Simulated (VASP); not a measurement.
Os, 2 atoms in the cell. The structure is hexagonal, space group P6_3/mmc (No. 194). Conventional cell: a = 2.677 Å, b = 2.677 Å, c = 4.238 Å, α = 90.00°, β = 90.00°, γ = 120.00°. Os (site symmetry -6m2) has 12 Os at 2.62 to 2.68 Å within 3.5 Å. 

```yaml
Program: VASP 6.6.1
Task: relaxation of cell and atoms
Functional: PBE
Potentials_or_basis: VASP PAW PBE potentials, release 64 (Os)
Cutoff: 600 eV
k_mesh: 17 × 17 × 9
Occupations: fermi-dirac, width 0.1 eV
Spin: no spin polarisation
Target_pressure: 40 GPa
Dipole_correction: no
Further_INCAR_settings: ALGO = Normal; EDIFF = 1e-06; IBRION = 2; EDIFFG = -0.005; NSW = 32; ISIF = 3
```

Potentials or basis: VASP PAW PBE potentials, release 64 (Os).

Launch:

```console
$ cat potpaw_PBE.64/Os/POTCAR > POTCAR
$ mpirun -np 1 vasp_std > vasp.out
```

Hardware: 1 thread of Intel Xeon 8259CL, on a shared host.

Problem. Estimate the wall time of this run.

Solution. Run time: 2.7 min on 1 thread of Intel Xeon 8259CL, with other jobs on the host, peak memory 0.21 GiB. Counts: scf iterations 26, k points 165, ion steps 3.
